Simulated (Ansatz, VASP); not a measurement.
## KF: VASP beside Ansatz

```xyz
2
Lattice="0.0000 2.6732 2.6732 2.6732 0.0000 2.6732 2.6732 2.6732 0.0000" Properties=species:S:1:pos:R:3 pbc="T T T"
K     0.0000    0.0000    0.0000
F     2.6732    2.6732    2.6732
```

Alike in both runs: functional PBE; dispersion D3(BJ); k mesh 8 × 8 × 8; occupations gaussian, width 0.02 eV; no spin polarisation.

Ansatz relaxed the structure, and its values are those at the end. VASP's run is a single point on that final structure, the one shown.

```csv
,VASP,Ansatz
version,VASP 6.6.1,Ansatz 0.2.0
potentials or method,"VASP PAW PBE potentials, release 64 (K_sv, F), cutoff 600 eV","scalar-relativistic, plane waves, PAW"
valence electrons in the cell,16,16
```

|  | VASP | Ansatz | Ansatz less VASP |
| --- | --- | --- | --- |
| gap on the k mesh at the Fermi level (eV) | 6.16 | 6.17 | +0.015 |
| least direct gap on the mesh (eV) | 6.16 | 6.17 | +0.015 |
| pressure (GPa) | 0.0 | 0.0 | -0.01 |
